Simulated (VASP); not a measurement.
# H2CO in VASP: further runs

H2CO is run at these levels: PBE; tasks: single point, relaxation of the atoms.

All numbers are computed with VASP 6.6.1; they aren't measurements. Logs are shortened: lines on timing, memory, paths and dates and some standing lists are left out, and cuts for length are marked.

### Step 1. The cell of the first run

The cell holds an amorphous packing of atoms, 12 atoms: a = 6.415 Å, b = 6.415 Å, c = 6.415 Å, α = 90.00°, β = 90.00°, γ = 90.00°.

### Step 2. Single point, PBE

INCAR

```
PREC = Accurate
ENCUT = 520
EDIFF = 1E-6
ISMEAR = -1
SIGMA = 0.02
LREAL = F
LASPH = T
NELM = 80
ALGO = Normal
ISIF = 2
LWAVE = F
LCHARG = F
GGA = PE
NBANDS = 30
```

KPOINTS

```
regular mesh
0
Gamma
  1 1 1
```

POSCAR

```
H2CO
1.0
    6.4150690000      0.0000000000      0.0000000000
    0.0000000000      6.4150690000      0.0000000000
    0.0000000000      0.0000000000      6.4150690000
O C H
3 3 6
Direct
    0.7669286176      1.1693093247      0.4675865528
    1.0465203102      0.6559243556      0.7445282350
    0.1637706469      0.7154404730      0.1800604171
    0.6010067857      1.1634637133      0.5197138176
    0.9145497889      0.7674118548      0.7957357902
    0.1941054726      0.8672704845      0.2662481105
    0.2479474500      0.0699758646      0.7994458049
    0.3197315571      0.0741535282      0.8963270699
    0.8116670296      0.1769739343      0.0760864770
    0.8848384951      0.1691174327      0.1641759426
    0.6938974468      0.7207716706      0.4319672945
    0.6217392206      0.6335551496      0.3861377017
```

Potentials or basis: VASP PAW PBE potentials, release 64 (O, C, H).

The run is started by

```sh
cat potpaw_PBE.64/O/POTCAR potpaw_PBE.64/C/POTCAR potpaw_PBE.64/H/POTCAR > POTCAR
mpirun -np 1 vasp_gam > vasp.out
```

OUTCAR:

```text
PREC = Accurate
   ENCUT = 520
   EDIFF = 1E-6
   ISMEAR = -1
   LREAL = F
   LASPH = T
   NELM = 80
   ISIF = 2
   GGA = PE

 ion  position               nearest neighbor table
   1  0.767  0.169  0.468-   4 1.12
   2  0.047  0.656  0.745-   5 1.16
   3  0.164  0.715  0.180-   6 1.14
   4  0.601  0.163  0.520-   1 1.12
   5  0.915  0.767  0.796-   2 1.16
   6  0.194  0.867  0.266-   3 1.14
   7  0.248  0.070  0.799-   8 0.77
   8  0.320  0.074  0.896-   7 0.77
   9  0.812  0.177  0.076-  10 0.74
  10  0.885  0.169  0.164-   9 0.74
  11  0.694  0.721  0.432-  12 0.78
  12  0.622  0.634  0.386-  11 0.78

  LATTYP: Found a simple cubic cell.
 ALAT       =     6.4150690000

  Lattice vectors:

 A1 = (   6.4150690000,   0.0000000000,   0.0000000000)
 A2 = (   0.0000000000,   6.4150690000,   0.0000000000)
 A3 = (   0.0000000000,   0.0000000000,   6.4150690000)

Analysis of symmetry for initial positions (statically):
=====================================================================
 Subroutine PRICEL returns:
 Original cell was already a primitive cell.

 Routine SETGRP: Setting up the symmetry group for a
 simple cubic supercell.

 Subroutine GETGRP returns: Found  1 space group operations
 (whereof  1 operations were pure point group operations)
 out of a pool of 48 trial point group operations.

The static configuration has the point symmetry C_1 .

Analysis of symmetry for dynamics (positions and initial velocities):
=====================================================================
 Subroutine PRICEL returns:
 Original cell was already a primitive cell.

 Routine SETGRP: Setting up the symmetry group for a
 simple cubic supercell.

 Subroutine GETGRP returns: Found  1 space group operations
 (whereof  1 operations were pure point group operations)
 out of a pool of 48 trial point group operations.

The dynamic configuration has the point symmetry C_1 .

 Subroutine INISYM returns: Found  1 space group operations
 (whereof  1 operations are pure point group operations),
 and found     1 'primitive' translations

[... 95 lines left out ...]
   NFREE  =      0    steps in history (QN), initial steepest desc. (CG)
   ISIF   =      2    stress and relaxation
   ISYM   =      2    0-nonsym 1-usesym 2-fastsym
   POTIM  = 0.5000    time-step for ionic-motion
   TEBEG  =    0.0;   TEEND  =   0.0 temperature during run
   PSTRESS=    0.0 pullay stress
   NELECT =      36.0000    total number of electrons
   NUPDOWN=      -1.0000    fix difference up-down
   EMIN   =  10.00;   EMAX   =-10.00  energy-range for DOS
   EFERMI =   0.00;   METHOD = LEGACY
   ISMEAR =    -1;   SIGMA  =   0.02  broadening in eV -4-tet -1-fermi 0-gaus
   EFERMI_NEDOS =   21; number of points for ismear=-14 and -15
   IALGO  =     38    algorithm
   IMIX   =      4    mixing-type and parameters
     AMIX     =   0.40;   BMIX     =  1.00
     AMIX_MAG =   1.60;   BMIX_MAG =  1.00
  volume/ion in A,a.u.               =      22.00       148.46
  Fermi-wavevector in a.u.,A,eV,Ry     =   0.842638  1.592355  9.660663  0.710039
  Thomas-Fermi vector in A             =   1.957377
   LORBIT       =      0    0 simple, 1 ext, 2 COOP (PROOUT), +10 PAW based schemes
   GGA     = PE    functional components
   LHFCALC =     F    Hartree Fock is set to
   AEXX    =    0.0000 exact exchange contribution
   IVDW    =     0    specifies the selected vdW correction
   LEPSILON=     F    determine dielectric tensor
   LRPA    =     F    only Hartree local field effects (RPA)
 non-spin polarized calculation
  energy-cutoff  :      520.00
  volume of cell :      264.00
 maximum number of plane-waves:      3562
 NGX is ok and might be reduce to    48
   NGX = 23   NGY = 23   NGZ = 23

 number of electron      36.0000002 magnetization

 Free energy of the ion-electron system (eV)
  ---------------------------------------------------
  ext. energy  EPLUGINS =         0.00000000
  ---------------------------------------------------
  free energy    TOTEN  =       -64.34388453 eV

  energy without entropy =      -64.34388453  energy(sigma->0) =      -64.34388453

 E-fermi :  -6.0430     XC(G=0):  -5.2182

 val. band max:       -6.5530776792   @ k =   0.0000   0.0000   0.0000
 cond. band min:      -0.3345341135   @ k =   0.0000   0.0000   0.0000
 fundamental gap:      6.2185435657
 Fermi energy:        -6.0429869537

 k-point     1 :       0.0000    0.0000    0.0000
  band No.  band energies     occupation
      1     -27.5089      2.00000
      2     -27.2128      2.00000
      3     -26.8768      2.00000
      4     -12.0259      2.00000
      5     -11.9466      2.00000
      6     -11.8831      2.00000
[... 22 lines left out ...]
     29       4.1095      0.00000
     30       4.5881      0.00000

------------------------ aborting loop because EDIFF is reached ----------------------------------------

  FORCE on cell =-STRESS in cart. coord.  units (eV):
  Direction    XX          YY          ZZ          XY          YZ          ZX
  --------------------------------------------------------------------------------------
  -------------------------------------------------------------------------------------
  Total        2.9728180     -0.0567057      2.4566436      0.7371891     -0.1967737     -1.2976474
  in kB       18.0415943     -0.3441383     14.9090081      4.4738922     -1.1941908     -7.8752306
  external PRESSURE =      10.8688214 kB  Pullay stress =       0.0000000 kB

 VOLUME and BASIS-vectors are now :
 -----------------------------------------------------------------------------
  energy-cutoff  :      520.00
  volume of cell :      264.00
      direct lattice vectors                 reciprocal lattice vectors
     6.415069000  0.000000000  0.000000000     0.155882969  0.000000000  0.000000000
     0.000000000  6.415069000  0.000000000     0.000000000  0.155882969  0.000000000
     0.000000000  0.000000000  6.415069000     0.000000000  0.000000000  0.155882969

 POSITION                                       TOTAL-FORCE (eV/Angst)
 -----------------------------------------------------------------------------------
      4.91990      1.08613      2.99960         3.258765      0.127486     -0.570124
      0.29843      4.20780      4.77620        -1.083907      0.835215      0.317411
      1.05060      4.58960      1.15510        -0.060221     -0.715269     -0.215179
      3.85550      1.04863      3.33400        -3.383476     -0.038058      1.093741
      5.86690      4.92300      5.10470         1.004628     -0.947737     -0.458823
      1.24520      5.56360      1.70800         0.155090      0.660272      0.412096
      1.59060      0.44890      5.12850         0.539248      0.082698      0.718288
      2.05110      0.47570      5.75000        -0.543257     -0.000563     -0.673572
      5.20690      1.13530      0.48810        -0.194348      0.027252     -0.559808
      5.67630      1.08490      1.05320         0.320152      0.015201     -0.003144
      4.45140      4.62380      2.77110        -0.651548     -0.789451     -0.438595
      3.98850      4.06430      2.47710         0.638874      0.742955      0.377708
 -----------------------------------------------------------------------------------
    total drift:                               -0.001497     -0.000926     -0.000115

  FREE ENERGIE OF THE ION-ELECTRON SYSTEM (eV)
  ---------------------------------------------------
  free  energy   TOTEN  =       -64.3438845279 eV

  energy  without entropy=      -64.3438845279  energy(sigma->0) =      -64.34388453
```

OSZICAR:

```text
N       E                     dE             d eps       ncg     rms          rms(c)
DAV:   1     0.289115727214E+03    0.28912E+03   -0.16367E+04    60   0.985E+02
DAV:   2    -0.330241398309E+02   -0.32214E+03   -0.31446E+03    88   0.247E+02
DAV:   3    -0.681744021562E+02   -0.35150E+02   -0.34993E+02    74   0.890E+01
DAV:   4    -0.685979931643E+02   -0.42359E+00   -0.42332E+00    72   0.122E+01
DAV:   5    -0.686036752467E+02   -0.56821E-02   -0.56819E-02    68   0.131E+00    0.143E+01
DAV:   6    -0.654241515849E+02    0.31795E+01   -0.52967E+00    66   0.142E+01    0.762E+00
DAV:   7    -0.645718915414E+02    0.85226E+00   -0.72895E-01    74   0.646E+00    0.369E+00
DAV:   8    -0.643418077859E+02    0.23008E+00   -0.77659E-01    66   0.425E+00    0.846E-01
DAV:   9    -0.643431023219E+02   -0.12945E-02   -0.46722E-02    80   0.117E+00    0.389E-01
DAV:  10    -0.643437318789E+02   -0.62956E-03   -0.34728E-03    68   0.386E-01    0.131E-01
DAV:  11    -0.643439592840E+02   -0.22741E-03   -0.71173E-04    60   0.161E-01    0.547E-02
DAV:  12    -0.643439119065E+02    0.47378E-04   -0.14903E-04    80   0.844E-02    0.159E-02
DAV:  13    -0.643438956249E+02    0.16282E-04   -0.35141E-05    60   0.335E-02    0.119E-02
DAV:  14    -0.643438845631E+02    0.11062E-04   -0.87401E-06    60   0.206E-02    0.359E-03
DAV:  15    -0.643438845279E+02    0.35183E-07   -0.27862E-06    72   0.787E-03
   1 F= -.64343885E+02 E0= -.64343885E+02  d E =-.888993E-11
```

Wall time 16 s (1 thread of Intel Xeon Platinum 8259CL at 2.50GHz (Skylake/Cascade Lake), shared host); peak memory 0.31 GiB.

What came out:

```yaml
Free_energy: -64.3439 eV
Pressure: 1.1 GPa
Largest_force: 3.556 eV/Å
Band_gap_on_the_k_mesh: 6.22 eV
```

Forces on the atoms (eV/Å):
```
O    3.259  0.127 -0.570
O   -1.084  0.835  0.317
O   -0.060 -0.715 -0.215
C   -3.383 -0.038  1.094
C    1.005 -0.948 -0.459
C    0.155  0.660  0.412
H    0.539  0.083  0.718
H   -0.543 -0.001 -0.674
H   -0.194  0.027 -0.560
H    0.320  0.015 -0.003
H   -0.652 -0.789 -0.439
H    0.639  0.743  0.378
```

Levels at points of the mesh, in eV from the valence-band top:
```
           k point  band 15  band 16  band 17  band 18  band 19  band 20  band 21  band 22
(0.00, 0.00, 0.00)    -1.21    -0.28    -0.25     0.00     6.22     6.33     6.51     6.55
```

Caveat: the k points lie up to 0.98 Å⁻¹ apart.

### Step 3. Single point, PBE

INCAR

```
ALGO = Normal
EDIFF = 1E-6
ENCUT = 520
GGA = PE
ISIF = 2
ISMEAR = -1
LASPH = T
LCHARG = F
LREAL = F
LWAVE = F
NBANDS = 30
NELM = 60
PREC = Accurate
SIGMA = 0.02
```

KPOINTS

```
k-points
0
Gamma
  1 1 1
```

POSCAR

```
H2CO
1.0
    6.4150690000      0.0000000000      0.0000000000
    0.0000000000      6.4150690000      0.0000000000
    0.0000000000      0.0000000000      6.4150690000
O C H
3 3 6
Direct
    0.8207861833      1.1620140017      0.5799469967
    1.0385546905      0.5818175923      0.7698124525
    0.2067787580      0.6998209996      0.1581432717
    0.6829700507      1.1406424467      0.4766745299
    0.8826717218      0.6326822050      0.8375591907
    0.1632250565      0.8017840494      0.3030209028
    0.2913296802      0.0889312336      0.8947058870
    0.2617275044      0.1928895854      0.9468487401
    0.8572160331      0.0904588867     -0.0873256391
    0.8469589337      0.1459532236      0.0159312394
    0.6674596953      0.6276783617      0.5443121500
    0.6391513482      0.5986373646      0.4275558065
```

Potentials or basis: VASP PAW PBE potentials, release 64 (O, C, H).

The run is started by

```sh
cat potpaw_PBE.64/O/POTCAR potpaw_PBE.64/C/POTCAR potpaw_PBE.64/H/POTCAR > POTCAR
mpirun -np 1 vasp_gam > vasp.out
```

Wall time 17 s (1 thread of Intel Xeon Platinum 8259CL at 2.50GHz (Skylake/Cascade Lake), shared host); peak memory 0.31 GiB.

The run converged. Its results:

```
Free energy            : -64.3592 eV
Pressure               : 0.6 GPa
Largest force          : 4.036 eV/Å
Band gap on the k mesh : 6.23 eV
```

Forces in eV/Å, atoms in the order of the input:
```
O    3.151  0.478  2.074
O    0.523 -0.201 -0.300
O   -0.535  1.561  2.366
C   -3.214 -0.516 -2.386
C   -0.495  0.159  0.219
C    0.668 -1.531 -2.159
H   -0.139  0.619  0.287
H    0.215 -0.591 -0.319
H   -0.032  0.145  0.410
H   -0.010 -0.155 -0.078
H   -0.403 -0.305 -1.343
H    0.272  0.339  1.229
```

Stress tensor (GPa, compression positive):
```
 2.33  0.49  1.76
 0.49 -0.39 -0.91
 1.76 -0.91 -0.11
```

Levels at points of the mesh, in eV from the valence-band top:
```tsv
k point	band 15	band 16	band 17	band 18	band 19	band 20	band 21	band 22
(0.00, 0.00, 0.00)	-1.16	-0.38	-0.24	0.00	6.23	6.27	6.37	6.49
```

Caveat: the k points lie up to 0.98 Å⁻¹ apart.

### Step 4. Relaxation of the atoms, PBE

INCAR

```
ALGO     = Normal         # electronic algorithm
EDIFF    = 1E-7           # SCF threshold, eV
EDIFFG   = -0.3           # ionic threshold
ENCUT    = 520            # plane-wave cutoff, eV
GGA      = PE             # functional
IBRION   = 2              # ionic algorithm
ISIF     = 2              # what is computed and relaxed
ISMEAR   = -1             # smearing method
LASPH    = T              # aspherical terms in the spheres
LCHARG   = F              # write CHGCAR
LREAL    = F              # projectors in reciprocal space
LWAVE    = F              # write WAVECAR
NELM     = 80             # most SCF steps
NSW      = 35             # ionic steps
PREC     = Accurate       # precision mode
SIGMA    = 0.02           # smearing width, eV
```

KPOINTS is that of step 3.

POSCAR

```
H2CO
1.0
    6.4150690000      0.0000000000      0.0000000000
    0.0000000000      6.4150690000      0.0000000000
    0.0000000000      0.0000000000      6.4150690000
O C H
3 3 6
Direct
    0.7363828000      0.9113239000      0.6020594000
    0.9684103000      0.7259780000      0.8643414000
    0.2620395000      0.8600214000      0.2540261000
    0.6290839000      1.0203333000      0.5084699000
    0.8566487000      0.5998168000      0.9255605000
    0.3620508000      0.9387465000      0.1277122000
    0.1216605000      0.1710166000      0.9738393000
    0.1540523000      0.1397926000      0.8681014000
    0.5860157000      0.2894269000      0.0494380000
    0.5452947000      0.3899620000      0.0873746000
    0.5556931000      0.6134383000      0.3519059000
    0.5310619000      0.5042089000      0.3260811000
```

The run is started by

```sh
cat potpaw_PBE.64/O/POTCAR potpaw_PBE.64/C/POTCAR potpaw_PBE.64/H/POTCAR > POTCAR
mpirun -np 1 vasp_gam > vasp.out
```

Wall time 1.9 min (1 thread of Intel Xeon Platinum 8259CL at 2.50GHz (Skylake/Cascade Lake), shared host); peak memory 0.31 GiB.

The run converged. Its results:

```
Free energy                  : -64.3674 eV
Energy gained by relaxing    : 23.3 meV/atom
Ionic steps                  : 11
Pressure after relaxing      : 0.9 GPa
Largest force after relaxing : 0.243 eV/Å
Band gap on the k mesh       : 5.91 eV
```

Forces in eV/Å, atoms in the order of the input:
```
O   -0.111  0.140 -0.136
O    0.151 -0.050  0.015
O   -0.088  0.073 -0.011
C    0.125  0.079  0.132
C    0.045  0.042 -0.009
C    0.027 -0.149  0.031
H   -0.074  0.099 -0.024
H   -0.025  0.038 -0.091
H   -0.061 -0.230 -0.049
H   -0.055  0.001 -0.045
H    0.072  0.101  0.119
H   -0.006 -0.143  0.069
```

Stress tensor (GPa, compression positive):
```
 0.67  0.08  0.38
 0.08  1.19 -0.07
 0.38 -0.07  0.76
```

The path:
```csv
step,energy change (eV),largest force (eV/Å),pressure (GPa)
1,0.0000,1.2283,0.87
2,1.2883,14.3695,8.53
3,-0.0178,0.5509,1.57
4,-0.0465,0.6978,1.03
5,-0.0467,0.7609,0.98
6,-0.0669,0.7260,0.92
7,-0.1197,0.8430,0.71
8,-0.1811,2.5142,0.13
9,-0.1955,2.2569,0.21
10,-0.2321,1.4971,0.44
11,-0.2791,0.2431,0.87
```

Final structure:
```
O C H
1.0
     6.41507    0.00000    0.00000
     0.00000    6.41507    0.00000
     0.00000    0.00000    6.41507
O C H
3 3 6
Cartesian
  4.6773 5.8849 3.7721
  6.3674 4.5989 5.6315
  1.5901 5.5590 1.6009
  4.0380 0.2768 3.2731
  5.5514 3.8638 5.9457
  2.4127 5.8670 0.8681
  0.7136 1.1744 6.1953
  0.9402 0.9468 5.5203
  3.7060 1.7555 0.2910
  3.4718 2.4272 0.5036
  3.5825 3.9476 2.3275
  3.4178 3.2409 2.1694
```

Levels at points of the mesh, in eV from the valence-band top:
| k point | band 14 | band 15 | band 16 | band 17 | band 18 | band 19 | band 20 | band 21 | band 22 | band 23 |
| --- | --- | --- | --- | --- | --- | --- | --- | --- | --- | --- |
| (0.00, 0.00, 0.00) | -1.71 | -0.96 | -0.55 | -0.15 | 0.00 | 5.91 | 6.32 | 6.36 | 6.69 | 6.75 |

Caveat: the k points lie up to 0.98 Å⁻¹ apart; the relaxation stopped at a loose force limit of 0.3 eV/Å, so its end isn't a converged minimum.
